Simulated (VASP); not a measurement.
Input of a VASP 6.6.1 run:

INCAR

```
ALGO = Normal
EDIFF = 1E-7
ENCUT = 520
GGA = PE
ISIF = 2
ISMEAR = 0
IVDW = 12
LASPH = T
LCHARG = F
LREAL = F
LWAVE = F
NBANDS = 50
NELM = 80
PREC = Accurate
SIGMA = 0.1
```

File KPOINTS:

```
k-points
0
Gamma
  10 10 4
```

File POSCAR:

```
SnO
1.0
    2.7131243500     -2.7131038046      0.0000000000
    2.7131243500      2.7131038046      0.0000000000
    0.0000000000      0.0000000000      9.5271433928
Sn O
4 4
Direct
    0.7500095965      0.2499904035      0.8716241898
    0.2499904035      0.7500095965      0.1283758102
    0.7499904035      0.2500095965      0.3716241898
    0.2500095965      0.7499904035      0.6283758102
    0.2500040677      0.2499959323      0.2500000000
    0.7499959323      0.7500040677      0.7500000000
    0.2499959323      0.2500040677      0.7500000000
    0.7500040677      0.7499959323      0.2500000000
```

Potentials or basis: VASP PAW PBE potentials, release 64 (Sn_d, O).

Launch:

```console
$ cat potpaw_PBE.64/Sn_d/POTCAR potpaw_PBE.64/O/POTCAR > POTCAR
$ mpirun -np 1 vasp_std > vasp.out
```

Predict the largest force.

0.081 eV/Å.

Predict the dispersion energy per atom.

-0.235 eV.

Estimate the band gap on the k mesh.

0.01 eV.

Forces on the atoms (eV/Å):
```
Sn   0.000  0.000  0.081
Sn   0.000  0.000 -0.081
Sn   0.000  0.000  0.081
Sn   0.000  0.000 -0.081
O    0.000  0.000  0.000
O    0.000  0.000  0.000
O    0.000  0.000  0.000
O    0.000  0.000  0.000
```

Caveat: the smearing spreads over this small gap; semilocal functionals underestimate gaps, and a narrow one can read as zero; spin-orbit coupling is left out, which moves the levels of the heavy elements. A k mesh can miss the band edges.
